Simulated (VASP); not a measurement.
A run of VASP 6.6.1 is set up as follows.

Contents of INCAR:

```
SYSTEM = LiNbO
PREC = Accurate
ENCUT = 600
EDIFF = 1E-7
ISMEAR = 0
SIGMA = 0.1
LREAL = .FALSE.
LASPH = .TRUE.
NELM = 150
ALGO = Normal
ISIF = 3
LWAVE = .FALSE.
LCHARG = .FALSE.
ISPIN = 2
MAGMOM = 0 0 0
LORBIT = 11
LMAXMIX = 4
GGA = PE
IBRION = 2
NSW = 90
EDIFFG = -0.04
```

Contents of KPOINTS:

```
Automatic mesh
0
G
  6 6 6
  0 0 0
```

POSCAR

```
LiNbO
1.0
    3.5242782900      0.0000000000      0.0000000000
   -1.7621391400      3.0521145300      0.0000000000
    0.0000000000      0.0000000000      3.5139620600
Li Nb O
1 1 1
Direct
    0.6666666700      0.3333333300      0.5000000000
    0.0000000000      0.0000000000      0.0000000000
    0.3333333300      0.6666666700      0.5000000000
```

Potentials or basis: VASP PAW PBE potentials, release 64 (Li_sv, Nb_sv, O).

The run is started by

```sh
$ cat potpaw_PBE.64/Li_sv/POTCAR potpaw_PBE.64/Nb_sv/POTCAR potpaw_PBE.64/O/POTCAR > POTCAR
$ mpirun -np 1 vasp_std > vasp.out
```

Task: Estimate the relaxed volume.

Result: 10.88 Å³/atom.

Task: What does it give for the space group after relaxing (to 0.05 Å)?

Result: P-6m2 (No. 187).

Task: Estimate the band gap on the k mesh.

Result: Zero (filled and empty bands overlap).

Final structure:
```yaml
crystal:
  lattice:
    - [2.98708, 0.00000, 0.00000]
    - [-1.49354, 2.58689, 0.00000]
    - [0.00000, 0.00000, 4.22322]
  atoms:
    - { symbol: Li, position: [0.66667, 0.33333, 0.50000] }
    - { symbol: Nb, position: [0.00000, 0.00000, 0.00000] }
    - { symbol: O, position: [0.33333, 0.66667, 0.50000] }
```

Caveat: the cutoff is under 1.25 times the usual one of these potentials, so pressure, stress and relaxed cells hold a basis-set (Pulay) error.
